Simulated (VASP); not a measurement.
# CdS in VASP: a series of runs

The runs below take CdS through single point, with LDA.

Everything below comes from runs of VASP 6.6.1. Logs are shortened: lines on timing, memory, paths and dates and some standing lists are left out, and cuts for length are marked.

## 1. The cell of the first run

It takes space group P3m1 (No. 156, trigonal). Conventional cell: a = 4.261 Å, b = 4.261 Å, c = 5.804 Å, α = 90.00°, β = 90.00°, γ = 120.00°. Cd (site symmetry 3m) has 3 S at 2.46 Å within 3.2 Å. Within 3.2 Å of S (site symmetry 3m) lie 3 Cd at 2.46 Å.

## 2. Single point, LDA

INCAR

```
SYSTEM = CdS
PREC = Accurate
ENCUT = 520
EDIFF = 1E-7
ISMEAR = -1
SIGMA = 0.02
LREAL = .FALSE.
LASPH = .TRUE.
NELM = 100
ALGO = Normal
ISIF = 2
LWAVE = .FALSE.
LCHARG = .TRUE.
LELF = .TRUE.
LVHAR = .TRUE.
NBANDS = 16
```

KPOINTS

```
regular mesh
0
G
  6 6 4
  0 0 0
```

POSCAR

```
CdS
1.0
    4.2611700000      0.0000000000      0.0000000000
   -2.1305800000      3.6902800000      0.0000000000
    0.0000000000      0.0000000000      5.8041700000
Cd S
1 1
Direct
    0.0000000000      0.0000000000      0.4426900000
    0.6666666667      0.3333333333      0.4343100000
```

Potentials or basis: VASP PAW LDA potentials, release 64 (Cd, S).

On the command line:

```sh
$ cat potpaw_LDA.64/Cd/POTCAR potpaw_LDA.64/S/POTCAR > POTCAR
$ mpirun -np 1 vasp_std > vasp.out
```

OUTCAR:

```text
SYSTEM = CdS
   PREC = Accurate
   ENCUT = 520
   EDIFF = 1E-7
   ISMEAR = -1
   LREAL = .FALSE.
   LASPH = .TRUE.
   NELM = 100
   ISIF = 2

 ion  position               nearest neighbor table
   1  0.000  0.000  0.443-   2 2.46   2 2.46   2 2.46
   2  0.667  0.333  0.434-   1 2.46   1 2.46   1 2.46

  LATTYP: Found a hexagonal cell.
 ALAT       =     4.2611700000
 C/A-ratio  =     1.3621071208

  Lattice vectors:

 A1 = (   4.2611700000,   0.0000000000,   0.0000000000)
 A2 = (  -2.1305800000,   3.6902800000,   0.0000000000)
 A3 = (   0.0000000000,   0.0000000000,   5.8041700000)

Analysis of symmetry for initial positions (statically):
=====================================================================
 Subroutine PRICEL returns:
 Original cell was already a primitive cell.

 Routine SETGRP: Setting up the symmetry group for a
 hexagonal supercell.

 Subroutine GETGRP returns: Found  6 space group operations
 (whereof  6 operations were pure point group operations)
 out of a pool of 24 trial point group operations.

The static configuration has the point symmetry C_3v.

Analysis of symmetry for dynamics (positions and initial velocities):
=====================================================================
 Subroutine PRICEL returns:
 Original cell was already a primitive cell.

 Routine SETGRP: Setting up the symmetry group for a
 hexagonal supercell.

 Subroutine GETGRP returns: Found  6 space group operations
 (whereof  6 operations were pure point group operations)
 out of a pool of 24 trial point group operations.

The dynamic configuration has the point symmetry C_3v.

 Subroutine INISYM returns: Found  6 space group operations
 (whereof  6 operations are pure point group operations),
 and found     1 'primitive' translations

----------------------------------------------------------------------------------------

                                     Primitive cell

  volume of cell :      91.2701

  direct lattice vectors                    reciprocal lattice vectors
     4.261170000  0.000000000  0.000000000     0.234677330  0.135490756  0.000000000
    -2.130580000  3.690280000  0.000000000     0.000000000  0.270982148  0.000000000
     0.000000000  0.000000000  5.804170000     0.000000000  0.000000000  0.172289923

  length of vectors
     4.261170000  4.261166227  5.804170000     0.270981908  0.270982148  0.172289923

[... 76 lines left out ...]
   LASPH  =      T    aspherical Exc in radial PAW
   ENCUT  =  520.0 eV  38.22 Ry    6.18 a.u.   7.92  7.92 10.79*2*pi/ulx,y,z
   NELM   =    100;   NELMIN=  2; NELMDL= -5     # of ELM steps
   EDIFF  = 0.1E-06   stopping-criterion for ELM
   LREAL  =      F    real-space projection
   EDIFFG = 0.1E-05   stopping-criterion for IOM
   NSW    =      0    number of steps for IOM
   IBRION =     -1    ionic relax: 0-MD 1-quasi-New 2-CG
   NFREE  =      0    steps in history (QN), initial steepest desc. (CG)
   ISIF   =      2    stress and relaxation
   ISYM   =      2    0-nonsym 1-usesym 2-fastsym
   POTIM  = 0.5000    time-step for ionic-motion
   TEBEG  =    0.0;   TEEND  =   0.0 temperature during run
   PSTRESS=    0.0 pullay stress
   NELECT =      18.0000    total number of electrons
   NUPDOWN=      -1.0000    fix difference up-down
   EMIN   =  10.00;   EMAX   =-10.00  energy-range for DOS
   EFERMI =   0.00;   METHOD = LEGACY
   ISMEAR =    -1;   SIGMA  =   0.02  broadening in eV -4-tet -1-fermi 0-gaus
   EFERMI_NEDOS =   21; number of points for ismear=-14 and -15
   IALGO  =     38    algorithm
   IMIX   =      4    mixing-type and parameters
     AMIX     =   0.40;   BMIX     =  1.00
     AMIX_MAG =   1.60;   BMIX_MAG =  1.00
  volume/ion in A,a.u.               =      45.64       307.96
  Fermi-wavevector in a.u.,A,eV,Ry     =   0.952920  1.800757 12.354847  0.908056
  Thomas-Fermi vector in A             =   2.081527
   LORBIT       =      0    0 simple, 1 ext, 2 COOP (PROOUT), +10 PAW based schemes
   GGA     = CA    functional components
   LHFCALC =     F    Hartree Fock is set to
   AEXX    =    0.0000 exact exchange contribution
   IVDW    =     0    specifies the selected vdW correction
   LEPSILON=     F    determine dielectric tensor
   LRPA    =     F    only Hartree local field effects (RPA)
 non-spin polarized calculation
  energy-cutoff  :      520.00
  volume of cell :       91.27
 maximum number of plane-waves:      2490
   NGX = 15   NGY = 15   NGZ = 21

 number of electron      18.0000002 magnetization

 Free energy of the ion-electron system (eV)
  ---------------------------------------------------
  ext. energy  EPLUGINS =         0.00000000
  ---------------------------------------------------
  free energy    TOTEN  =        -6.59660973 eV

  energy without entropy =       -6.59660973  energy(sigma->0) =       -6.59660973

 E-fermi :  -1.8758     XC(G=0):  -6.5382

 val. band max:       -2.3613492486   @ k =   0.3333   0.3333   0.0000
 cond. band min:      -1.0875361053   @ k =   0.0000   0.0000   0.0000
 fundamental gap:      1.2738131433
 Fermi energy:        -1.8757741736

 k-point     1 :       0.0000    0.0000    0.0000
  band No.  band energies     occupation
      1     -13.9362      2.00000
      2     -10.0483      2.00000
      3     -10.0483      2.00000
      4      -9.5157      2.00000
      5      -9.5157      2.00000
      6      -9.2976      2.00000
[... 433 lines left out ...]
      3      -9.7285      2.00000
      4      -9.6167      2.00000
      5      -9.5576      2.00000
      6      -8.9619      2.00000
[... 8 lines left out ...]
     15       6.9070      0.00000
     16       8.4389      0.00000

------------------------ aborting loop because EDIFF is reached ----------------------------------------

  FORCE on cell =-STRESS in cart. coord.  units (eV):
  Direction    XX          YY          ZZ          XY          YZ          ZX
  --------------------------------------------------------------------------------------
  -------------------------------------------------------------------------------------
  Total       -1.9073701     -1.9073685     -0.0635615     -0.0000026      0.0000000     -0.0000000
  in kB      -33.4824508    -33.4824242     -1.1157747     -0.0000454      0.0000000     -0.0000000
  external PRESSURE =     -22.6935499 kB  Pullay stress =       0.0000000 kB

 VOLUME and BASIS-vectors are now :
 -----------------------------------------------------------------------------
  energy-cutoff  :      520.00
  volume of cell :       91.27
      direct lattice vectors                 reciprocal lattice vectors
     4.261170000  0.000000000  0.000000000     0.234677330  0.135490756  0.000000000
    -2.130580000  3.690280000  0.000000000     0.000000000  0.270982148  0.000000000
     0.000000000  0.000000000  5.804170000     0.000000000  0.000000000  0.172289923

 POSITION                                       TOTAL-FORCE (eV/Angst)
 -----------------------------------------------------------------------------------
      0.00000      0.00000      2.56945        -0.000000     -0.000000     -0.023151
      2.13059      1.23009      2.52081         0.000000      0.000000      0.023151
 -----------------------------------------------------------------------------------
    total drift:                                0.000050      0.000015      0.000031

  FREE ENERGIE OF THE ION-ELECTRON SYSTEM (eV)
  ---------------------------------------------------
  free  energy   TOTEN  =        -6.5966097286 eV

  energy  without entropy=       -6.5966097286  energy(sigma->0) =       -6.59660973
```

stdout:

```text
POSCAR found type information on POSCAR CdS
 POSCAR found :  2 types and       2 ions
 scaLAPACK will be used
 LDA part: xc-table for (Slater(with rela. corr.)+CA(PZ))
 , standard interpolation
 POSCAR, INCAR and KPOINTS ok, starting setup
 FFT: planning ... GRIDC
 FFT: planning ... GRID_SOFT
 FFT: planning ... GRID
 WAVECAR not read
 entering main loop
```

Wall time 40 s (1 thread of AMD EPYC 7R43 (Zen 3), shared host); peak memory 0.16 GiB.

What came out:

```yaml
Free_energy: -6.5966 eV
Pressure: -2.3 GPa
Largest_force: 0.023 eV/Å
Band_gap_on_the_k_mesh: 1.27 eV, indirect (least direct gap 1.29 eV)
```

Forces in eV/Å, atoms in the order of the input:
```
Cd   0.000  0.000 -0.023
S    0.000  0.000  0.023
```

Stress tensor (GPa, compression positive):
```
-3.35  0.00  0.00
 0.00 -3.35  0.00
 0.00  0.00 -0.11
```

A k mesh can miss the band edges. LDA gaps usually lie below the measured ones, often by a third to a half.

## 3. Single point, LDA

INCAR

```
SYSTEM = CdS
ALGO = Normal
EDIFF = 1E-7
ENCUT = 520
GGA = CA
ISIF = 2
ISMEAR = -1
LASPH = .True.
LCHARG = .False.
LREAL = .False.
LWAVE = .False.
NBANDS = 16
NELM = 60
PREC = Accurate
SIGMA = 0.02
```

KPOINTS

```
k-points
0
Gamma
  6 6 4
  0 0 0
```

POSCAR

```
CdS
1.0
    4.2611700000     -0.0213058500      0.0000000000
   -2.1490314000      3.7009329000      0.0000000000
    0.0000000000      0.0000000000      5.8041700000
Cd S
1 1
Direct
    0.0000000000      0.0000000000      0.4426900000
    0.6666666667      0.3333333333      0.4343100000
```

Potentials or basis: VASP PAW LDA potentials, release 64 (Cd, S).

On the command line:

```sh
$ cat potpaw_LDA.64/Cd/POTCAR potpaw_LDA.64/S/POTCAR > POTCAR
$ mpirun -np 1 vasp_std > vasp.out
```

Run time: 2 min. Hardware: 1 thread of AMD EPYC 7R43 (Zen 3), shared host; peak memory 0.21 GiB.

Results (log left out):

| Quantity | Value |
| --- | --- |
| Free energy | -6.5958 eV |
| Pressure | -2.3 GPa |
| Largest force | 0.076 eV/Å |
| Band gap on the k mesh | 1.27 eV, indirect (the least direct gap lies 4.3 meV higher) |

Forces in eV/Å, atoms in the order of the input:
```
Cd  -0.073 -0.001 -0.023
S    0.073  0.001  0.023
```

Stress tensor (GPa, compression positive):
```
-3.34  0.32 -0.01
 0.32 -3.34  0.00
-0.01  0.00 -0.11
```

Levels at points of the mesh, in eV from the valence-band top:
| k point | band 7 | band 8 | band 9 | band 10 | band 11 | band 12 |
| --- | --- | --- | --- | --- | --- | --- |
| (0.00, 0.00, 0.00) | -1.06 | -0.03 | 0.00 | 1.27 | 5.48 | 6.73 |
| (0.50, 0.00, 0.00) | -3.67 | -1.37 | -0.12 | 3.47 | 5.00 | 6.65 |
| (0.00, 0.50, 0.00) | -3.67 | -1.33 | -0.13 | 3.52 | 4.99 | 6.62 |
| (0.50, 0.50, 0.00) | -3.67 | -1.30 | -0.14 | 3.57 | 4.98 | 6.59 |
| (0.00, 0.00, 0.50) | -1.28 | -0.03 | 0.00 | 1.54 | 4.94 | 6.78 |
| (0.50, 0.00, 0.50) | -3.64 | -1.36 | -0.24 | 3.63 | 4.12 | 7.63 |
| (0.00, 0.50, 0.50) | -3.64 | -1.33 | -0.25 | 3.68 | 4.11 | 7.63 |
| (0.50, 0.50, 0.50) | -3.64 | -1.29 | -0.26 | 3.73 | 4.09 | 7.63 |
